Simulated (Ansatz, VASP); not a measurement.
# Se in VASP and in Ansatz

The input INCAR:

```
PREC     = Accurate       # precision mode
ENCUT    = 520            # plane-wave cutoff, eV
EDIFF    = 1E-7           # SCF threshold, eV
ISMEAR   = 0              # smearing method
SIGMA    = 0.05           # smearing width, eV
LREAL    = False          # projectors in reciprocal space
LASPH    = True           # aspherical terms in the spheres
NELM     = 60             # most SCF steps
ALGO     = Normal         # electronic algorithm
ISIF     = 2              # what is computed and relaxed
LWAVE    = False          # write WAVECAR
LCHARG   = False          # write CHGCAR
GGA      = PE             # functional
IVDW     = 12             # dispersion correction
NBANDS   = 16             # bands
```

The input KPOINTS:

```
Automatic mesh
0
Gamma
  9 9 8
```

File POSCAR:

```
Se
1.0
    3.8829940266      0.0000000000      0.0000000000
   -1.9414970133      3.3627714698      0.0000000000
    0.0000000000      0.0000000000      5.6283998416
Se
3
Direct
    0.2627083307      0.0000000000      0.3333333333
    0.0000000000      0.2627083307      0.6666666667
    0.7372916693      0.7372916693      0.0000000000
```

Input for Ansatz:

```yaml
crystal:
  lattice:
    - [3.8829940266, 0.0, 0.0]
    - [-1.9414970133, 3.3627714698, 0.0]
    - [0.0, 0.0, 5.6283998416]
  atoms:
    - { symbol: Se, position: [0.2627083307, 0.0, 0.3333333333] }
    - { symbol: Se, position: [0.0, 0.2627083307, 0.6666666667] }
    - { symbol: Se, position: [0.7372916693, 0.7372916693, 0.0] }
basis:
  ecutwfc: 420
kpoints:
  mp_grid: { grid: [9, 9, 8] }
hamiltonian:
  xc: pbe
  dispersion: d3bj
scf:
  occupations: { method: gaussian, width: 0.05 }
output:
  forces: true
  stress: true
  eigenvalues: true
  write_density: true
  write_potential: true
  elf: true
  volumetric_format: npy
```

Alike in both runs: task single point; functional PBE; dispersion D3(BJ); k mesh 9 × 9 × 8; occupations gaussian, width 0.05 eV; no spin polarisation.

|  | VASP | Ansatz |
| --- | --- | --- |
| version | VASP 6.6.1 | Ansatz 0.2.0 |
| potentials or method | VASP PAW PBE potentials, release 64 (Se), cutoff 520 eV | scalar-relativistic, plane waves, PAW |
| valence electrons in the cell | 18 | 48 |

VASP gave:

```
gap on the k mesh at the Fermi level (eV)                     : none
pressure (GPa)                                                : -4.8
traceless stress, the component that is largest in VASP (GPa) : -5.03
rms of the force components (eV/Å)                            : 0.262
```

Q: What did Ansatz give for the same quantities?

A: gap on the k mesh at the Fermi level (eV): none; pressure (GPa): -4.8; traceless stress, the component that is largest in VASP (GPa): -5.06; rms of the force components (eV/Å): 0.266.

Atom by atom the forces differ by 0.004 eV/Å (rms over components). A gap of «none» marks a metal or a gap that the smearing closes. VASP's potentials hold 18 valence electrons a cell and Ansatz's 48, so a difference there can come from the potentials and not from the codes.
